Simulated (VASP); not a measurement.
# CdS (P6_3mc) in VASP: a series of runs

CdS is run at these levels: r2SCAN; tasks: single point.

Everything below comes from runs of VASP 6.6.1. Logs are shortened: lines on timing, memory, paths and dates and some standing lists are left out, and cuts for length are marked.

**1. The cell of the first run**

Symmetry: P6_3mc, No. 186, hexagonal system. Conventional cell: a = 4.135 Å, b = 4.135 Å, c = 6.580 Å, α = 90.00°, β = 90.00°, γ = 120.00°. Cd (site symmetry 3m) has 4 S at 2.50 to 2.53 Å within 3.3 Å. Within 3.3 Å of S (site symmetry 3m) lie 4 Cd at 2.50 to 2.53 Å.

**2. Single point, r2SCAN (strain +0.000 along x and y, -0.025 along z)**

Contents of POSCAR:

```
CdS
1.0
    4.1347992034      0.0000000000      0.0000000000
   -2.0673996017      3.5808411497      0.0000000000
    0.0000000000      0.0000000000      6.5802750000
Cd S
2 2
Direct
    0.3333333333      0.6666666667      0.0000000000
    0.6666666667      0.3333333333      0.5000000000
    0.3333333333      0.6666666667      0.3850000000
    0.6666666667      0.3333333333      0.8850000000
```

Contents of INCAR.step1:

```
  ALGO = Normal
  EDIFF = 1E-4
  ENCUT = 520
  GGA = PE
  ISMEAR = 0
  LASPH = T
  LCHARG = F
  LREAL = F
  LWAVE = T
  NBANDS = 26
  NELM = 60
  PREC = Accurate
  SIGMA = 0.05
```

Contents of INCAR.step2:

```
  ALGO = Normal
  EDIFF = 1E-7
  ENCUT = 520
  ISIF = 2
  ISMEAR = 0
  ISTART = 1
  LASPH = T
  LCHARG = F
  LMIXTAU = T
  LREAL = F
  LWAVE = F
  METAGGA = R2SCAN
  NBANDS = 26
  NELM = 60
  PREC = Accurate
  SIGMA = 0.05
```

Contents of KPOINTS:

```
k-points
0
Gamma
  12 12 4
```

Potentials or basis: VASP PAW PBE potentials, release 64 (Cd, S).

Launch:

```sh
> cat potpaw_PBE.64/Cd/POTCAR potpaw_PBE.64/S/POTCAR > POTCAR
> cp INCAR.step1 INCAR
> mpirun -np 1 vasp_std > vasp.out
> cp INCAR.step2 INCAR
> mpirun -np 1 vasp_std > vasp.out
```

OUTCAR:

```text
EDIFF = 1E-7
   ENCUT = 520
   ISIF = 2
   ISMEAR = 0
   ISTART = 1
   LASPH = T
   LREAL = F
   METAGGA = R2SCAN
   NELM = 60
   PREC = Accurate

 ion  position               nearest neighbor table
   1  0.333  0.667  0.000-   4 2.50   4 2.50   4 2.50   3 2.53
   2  0.667  0.333  0.500-   3 2.50   3 2.50   3 2.50   4 2.53
   3  0.333  0.667  0.385-   2 2.50   2 2.50   2 2.50   1 2.53
   4  0.667  0.333  0.885-   1 2.50   1 2.50   1 2.50   2 2.53

  LATTYP: Found a hexagonal cell.
 ALAT       =     4.1347992034
 C/A-ratio  =     1.5914376192

  Lattice vectors:

 A1 = (   4.1347992034,   0.0000000000,   0.0000000000)
 A2 = (  -2.0673996017,   3.5808411497,   0.0000000000)
 A3 = (   0.0000000000,   0.0000000000,   6.5802750000)

Analysis of symmetry for initial positions (statically):
=====================================================================
 Subroutine PRICEL returns:
 Original cell was already a primitive cell.

 Routine SETGRP: Setting up the symmetry group for a
 hexagonal supercell.

 Subroutine GETGRP returns: Found 12 space group operations
 (whereof  6 operations were pure point group operations)
 out of a pool of 24 trial point group operations.

The static configuration has the point symmetry C_3v.
 The point group associated with its full space group is C_6v.

Analysis of symmetry for dynamics (positions and initial velocities):
=====================================================================
 Subroutine PRICEL returns:
 Original cell was already a primitive cell.

 Routine SETGRP: Setting up the symmetry group for a
 hexagonal supercell.

 Subroutine GETGRP returns: Found 12 space group operations
 (whereof  6 operations were pure point group operations)
 out of a pool of 24 trial point group operations.

The dynamic configuration has the point symmetry C_3v.
 The point group associated with its full space group is C_6v.

 Subroutine INISYM returns: Found 12 space group operations
 (whereof  6 operations are pure point group operations),
 and found     1 'primitive' translations

----------------------------------------------------------------------------------------

                                     Primitive cell

  volume of cell :      97.4279

  direct lattice vectors                    reciprocal lattice vectors
     4.134799203  0.000000000  0.000000000     0.241849713  0.139631997  0.000000000
    -2.067399602  3.580841150  0.000000000     0.000000000  0.279263994  0.000000000
     0.000000000  0.000000000  6.580275000     0.000000000  0.000000000  0.151969333

  length of vectors
     4.134799203  4.134799203  6.580275000     0.279263994  0.279263994  0.151969333

  position of ions in fractional coordinates (direct lattice)
     0.333333333  0.666666667  0.000000000
     0.666666667  0.333333333  0.500000000
     0.333333333  0.666666667  0.385000000
     0.666666667  0.333333333  0.885000000

  ion indices of the primitive-cell ions
   primitive index   ion index
                 1           1
                 2           2
                 3           3
                 4           4

----------------------------------------------------------------------------------------

 KPOINTS: k-points

Automatic generation of k-mesh.
 Grid dimensions read from file:
 generate k-points for:   12   12    4

 Generating k-lattice:

  Cartesian coordinates                     Fractional coordinates (reciprocal lattice)
     0.020154143  0.011636000  0.000000000     0.083333333  0.000000000  0.000000000
     0.000000000  0.023271999  0.000000000     0.000000000  0.083333333  0.000000000
     0.000000000  0.000000000  0.037992333     0.000000000  0.000000000  0.250000000

  Length of vectors
     0.023271999  0.023271999  0.037992333

  Shift w.r.t. Gamma in fractional coordinates (k-lattice)
     0.000000000  0.000000000  0.000000000

 Subroutine IBZKPT returns following result:
 ===========================================

 Found     57 irreducible k-points:

 Following reciprocal coordinates:
            Coordinates               Weight
  0.000000  0.000000  0.000000      1.000000
  0.083333  0.000000  0.000000      6.000000
  0.166667  0.000000  0.000000      6.000000
  0.250000  0.000000  0.000000      6.000000
  0.333333  0.000000  0.000000      6.000000
  0.416667  0.000000  0.000000      6.000000
[... 16 lines left out ...]
  0.250000  0.000000  0.250000     12.000000
  0.333333  0.000000  0.250000     12.000000
 [... further k-points ...]
   k-points           NKPTS =     57   k-points in BZ     NKDIM =     57   number of bands    NBANDS=     26
   number of dos      NEDOS =    301   number of ions     NIONS =      4
   total plane-waves  NPLWV =  51200
   dimension x,y,z NGX =    32 NGY =   32 NGZ =   50
   dimension x,y,z NGXF=    64 NGYF=   64 NGZF=  100
   ions per type =               2   2
   NGX,Y,Z   is equivalent  to a cutoff of  12.87, 12.87, 12.63 a.u.
   NGXF,Y,Z  is equivalent  to a cutoff of  25.73, 25.73, 25.26 a.u.
 SYSTEM =  unknown system
   PREC   = accura    normal or accurate (medium, high low for compatibility)
   ISTART =      1    job   : 0-new  1-cont  2-samecut
   ICHARG =      0    charge: 1-file 2-atom 10-const
   ISPIN  =      1    spin polarized calculation?
   LNONCOLLINEAR =      F non collinear calculations
   LSORBIT =      F    spin-orbit coupling
   LASPH  =      T    aspherical Exc in radial PAW
   ENCUT  =  520.0 eV  38.22 Ry    6.18 a.u.   7.69  7.69 12.23*2*pi/ulx,y,z
   NELM   =     60;   NELMIN=  2; NELMDL=  0     # of ELM steps
   EDIFF  = 0.1E-06   stopping-criterion for ELM
   LREAL  =      F    real-space projection
   EDIFFG = 0.1E-05   stopping-criterion for IOM
   NSW    =      0    number of steps for IOM
   IBRION =     -1    ionic relax: 0-MD 1-quasi-New 2-CG
   NFREE  =      0    steps in history (QN), initial steepest desc. (CG)
   ISIF   =      2    stress and relaxation
   ISYM   =      2    0-nonsym 1-usesym 2-fastsym
   POTIM  = 0.5000    time-step for ionic-motion
   TEBEG  =    0.0;   TEEND  =   0.0 temperature during run
   PSTRESS=    0.0 pullay stress
   NELECT =      36.0000    total number of electrons
   NUPDOWN=      -1.0000    fix difference up-down
   EMIN   =  10.00;   EMAX   =-10.00  energy-range for DOS
   EFERMI =   0.00;   METHOD = LEGACY
   ISMEAR =     0;   SIGMA  =   0.05  broadening in eV -4-tet -1-fermi 0-gaus
   EFERMI_NEDOS =   21; number of points for ismear=-14 and -15
   IALGO  =     38    algorithm
   IMIX   =      4    mixing-type and parameters
     AMIX     =   0.40;   BMIX     =  1.00
     AMIX_MAG =   1.60;   BMIX_MAG =  1.00
  volume/ion in A,a.u.               =      24.36       164.37
  Fermi-wavevector in a.u.,A,eV,Ry     =   1.174756  2.219968 18.776756  1.380053
  Thomas-Fermi vector in A             =   2.311148
   LORBIT       =      0    0 simple, 1 ext, 2 COOP (PROOUT), +10 PAW based schemes
   METAGGA = R2SCAN    functional components
   LHFCALC =     F    Hartree Fock is set to
   AEXX    =    0.0000 exact exchange contribution
   IVDW    =     0    specifies the selected vdW correction
   LEPSILON=     F    determine dielectric tensor
   LRPA    =     F    only Hartree local field effects (RPA)
 non-spin polarized calculation
 Gauss-broadening in eV      SIGMA  =   0.05
  energy-cutoff  :      520.00
  volume of cell :       97.43
 maximum number of plane-waves:      2647
 NGX is ok and might be reduce to    32
   NGX = 15   NGY = 15   NGZ = 25

 number of electron      36.0000003 magnetization

 Free energy of the ion-electron system (eV)
  ---------------------------------------------------
  ext. energy  EPLUGINS =         0.00000000
  ---------------------------------------------------
  free energy    TOTEN  =       -59.33275136 eV

  energy without entropy =      -59.33275136  energy(sigma->0) =      -59.33275136

 E-fermi :   1.4325     XC(G=0):  -9.8174

 val. band max:        1.1951319587   @ k =   0.0000   0.0000   0.0000
 cond. band min:       2.9507994905   @ k =   0.0000   0.0000   0.0000
 fundamental gap:      1.7556675318
 Fermi energy:         1.4325185199

 k-point     1 :       0.0000    0.0000    0.0000
  band No.  band energies     occupation
      1     -11.7882      2.00000
      2     -11.3245      2.00000
      3      -6.8094      2.00000
      4      -6.8094      2.00000
      5      -6.7683      2.00000
      6      -6.7208      2.00000
[... 18 lines left out ...]
     25       9.2757      0.00000
     26       9.5929      0.00000

 k-point     2 :       0.0833    0.0000    0.0000
  band No.  band energies     occupation
      1     -11.7621      2.00000
      2     -11.3130      2.00000
      3      -6.7981      2.00000
      4      -6.7968      2.00000
      5      -6.7513      2.00000
      6      -6.7072      2.00000
[... 18 lines left out ...]
     25       9.4440      0.00000
     26       9.4739      0.00000

 k-point     3 :       0.1667    0.0000    0.0000
  band No.  band energies     occupation
      1     -11.6892      2.00000
      2     -11.2830      2.00000
      3      -6.7648      2.00000
      4      -6.7638      2.00000
      5      -6.7012      2.00000
      6      -6.6637      2.00000
[... 18 lines left out ...]
     25       9.3272      0.00000
     26       9.9080      0.00000

 k-point     4 :       0.2500    0.0000    0.0000
  band No.  band energies     occupation
      1     -11.5856      2.00000
      2     -11.2455      2.00000
      3      -6.7280      2.00000
      4      -6.7230      2.00000
      5      -6.6121      2.00000
      6      -6.5964      2.00000
[... 18 lines left out ...]
     25       9.7558      0.00000
     26      10.4541      0.00000
[... 496 lines left out ...]
      1     -11.6261      2.00000
      2     -11.3376      2.00000
      3      -6.7515      2.00000
      4      -6.7513      2.00000
      5      -6.6925      2.00000
      6      -6.6776      2.00000
[... 18 lines left out ...]
     25       9.4434      0.00000
     26       9.5550      0.00000

 k-point    23 :       0.2500    0.0000    0.2500
  band No.  band energies     occupation
      1     -11.5310      2.00000
      2     -11.2895      2.00000
      3      -6.7153      2.00000
      4      -6.7061      2.00000
      5      -6.6361      2.00000
      6      -6.6165      2.00000
[... 18 lines left out ...]
     25       9.5613      0.00000
     26      10.2034      0.00000

 k-point    24 :       0.3333    0.0000    0.2500
  band No.  band energies     occupation
      1     -11.4309      2.00000
      2     -11.2464      2.00000
      3      -6.6955      2.00000
      4      -6.6660      2.00000
      5      -6.5793      2.00000
      6      -6.5556      2.00000
[... 18 lines left out ...]
     25       9.7058      0.00000
     26      10.9320      0.00000

 [... further k-points ...]

------------------------ aborting loop because EDIFF is reached ----------------------------------------

  FORCE on cell =-STRESS in cart. coord.  units (eV):
  Direction    XX          YY          ZZ          XY          YZ          ZX
  --------------------------------------------------------------------------------------
  -------------------------------------------------------------------------------------
  Total        1.8807163      1.8807163      1.9417674      0.0000000      0.0000000     -0.0000000
  in kB       30.9278942     30.9278942     31.9318642      0.0000000      0.0000000     -0.0000000
  external PRESSURE =      31.2625509 kB  Pullay stress =       0.0000000 kB

 VOLUME and BASIS-vectors are now :
 -----------------------------------------------------------------------------
  energy-cutoff  :      520.00
  volume of cell :       97.43
      direct lattice vectors                 reciprocal lattice vectors
     4.134799203  0.000000000  0.000000000     0.241849713  0.139631997  0.000000000
    -2.067399602  3.580841150  0.000000000     0.000000000  0.279263994  0.000000000
     0.000000000  0.000000000  6.580275000     0.000000000  0.000000000  0.151969333

 POSITION                                       TOTAL-FORCE (eV/Angst)
 -----------------------------------------------------------------------------------
     -0.00000      2.38723      0.00000         0.000000      0.000000      0.089400
      2.06740      1.19361      3.29014        -0.000000     -0.000000      0.089400
     -0.00000      2.38723      2.53341         0.000000     -0.000000     -0.089400
      2.06740      1.19361      5.82354         0.000000      0.000000     -0.089400
 -----------------------------------------------------------------------------------
    total drift:                               -0.000000     -0.000000      0.005863

  FREE ENERGIE OF THE ION-ELECTRON SYSTEM (eV)
  ---------------------------------------------------
  free  energy   TOTEN  =       -59.3327513624 eV

  energy  without entropy=      -59.3327513624  energy(sigma->0) =      -59.33275136
```

Wall time 8.7 min (1 thread of Intel Xeon 8259CL, shared host); peak memory 0.31 GiB.

Results:

```yaml
Free_energy: -59.3328 eV
Pressure: 3.1 GPa
Largest_force: 0.089 eV/Å
Band_gap_on_the_k_mesh: 1.76 eV
```

Forces on the atoms (eV/Å):
```
Cd   0.000  0.000  0.089
Cd   0.000  0.000  0.089
S    0.000  0.000 -0.089
S    0.000  0.000 -0.089
```

Caveat: the cell differs from its parent crystal (strain +0.000 along x and y, -0.025 along z); the cell stands under pressure; the PAW data sets were made with another functional, which shifts forces and pressure a little. A k mesh can miss the band edges.

**3. Single point, r2SCAN (strain -0.025 along x and y, +0.050 along z)**

Contents of POSCAR:

```
CdS
1.0
    4.0314292233      0.0000000000      0.0000000000
   -2.0157146117      3.4913201210      0.0000000000
    0.0000000000      0.0000000000      7.0864500000
Cd S
2 2
Direct
    0.3333333333      0.6666666667      0.0000000000
    0.6666666667      0.3333333333      0.5000000000
    0.3333333333      0.6666666667      0.3850000000
    0.6666666667      0.3333333333      0.8850000000
```

Contents of INCAR.step1:

```
ALGO     = Normal         # electronic algorithm
EDIFF    = 1E-4           # SCF threshold, eV
ENCUT    = 520            # plane-wave cutoff, eV
GGA      = PE             # functional
ISMEAR   = 0              # smearing method
LASPH    = T              # aspherical terms in the spheres
LCHARG   = F              # write CHGCAR
LREAL    = F              # projectors in reciprocal space
LWAVE    = T              # write WAVECAR
NBANDS   = 26             # bands
NELM     = 100            # most SCF steps
PREC     = Accurate       # precision mode
SIGMA    = 0.05           # smearing width, eV
```

Contents of INCAR.step2:

```
ALGO     = Normal         # electronic algorithm
EDIFF    = 1E-7           # SCF threshold, eV
ENCUT    = 520            # plane-wave cutoff, eV
ISIF     = 2              # what is computed and relaxed
ISMEAR   = 0              # smearing method
ISTART   = 1            
LASPH    = T              # aspherical terms in the spheres
LCHARG   = F              # write CHGCAR
LMIXTAU  = T            
LREAL    = F              # projectors in reciprocal space
LWAVE    = F              # write WAVECAR
METAGGA  = R2SCAN         # meta-GGA
NBANDS   = 26             # bands
NELM     = 100            # most SCF steps
PREC     = Accurate       # precision mode
SIGMA    = 0.05           # smearing width, eV
```

KPOINTS is that of step 2.

Potentials or basis: VASP PAW PBE potentials, release 64 (Cd, S).

Launch:

```sh
> cat potpaw_PBE.64/Cd/POTCAR potpaw_PBE.64/S/POTCAR > POTCAR
> cp INCAR.step1 INCAR
> mpirun -np 1 vasp_std > vasp.out
> cp INCAR.step2 INCAR
> mpirun -np 1 vasp_std > vasp.out
```

It took 12 min on 1 thread of Intel Xeon 8259CL, shared host; peak memory 0.3 GiB.

Results (log left out):

```
Free energy            : -59.1723 eV
Pressure               : 2.7 GPa
Largest force          : 0.661 eV/Å
Band gap on the k mesh : 1.56 eV
```

Forces in eV/Å, atoms in the order of the input:
```
Cd   0.000  0.000  0.661
Cd   0.000  0.000  0.661
S    0.000  0.000 -0.661
S    0.000  0.000 -0.661
```

Stress tensor (GPa, compression positive):
```
 5.80  0.00  0.00
 0.00  5.80  0.00
 0.00  0.00 -3.36
```

Levels at points of the mesh, in eV from the valence-band top:
```csv
k point,band 16,band 17,band 18,band 19,band 20,band 21
"(0.00, 0.00, 0.00)",-0.33,0.00,0.00,1.56,3.48,6.58
"(0.50, 0.00, 0.00)",-1.82,-1.34,-0.98,3.96,4.43,5.11
"(0.00, 0.00, 0.50)",-0.29,-0.29,-0.29,3.29,3.29,6.24
"(0.50, 0.00, 0.50)",-1.55,-1.42,-1.42,3.70,3.70,5.58
```

Caveat: the cell differs from its parent crystal (strain -0.025 along x and y, +0.050 along z); the PAW data sets were made with another functional, which shifts forces and pressure a little.
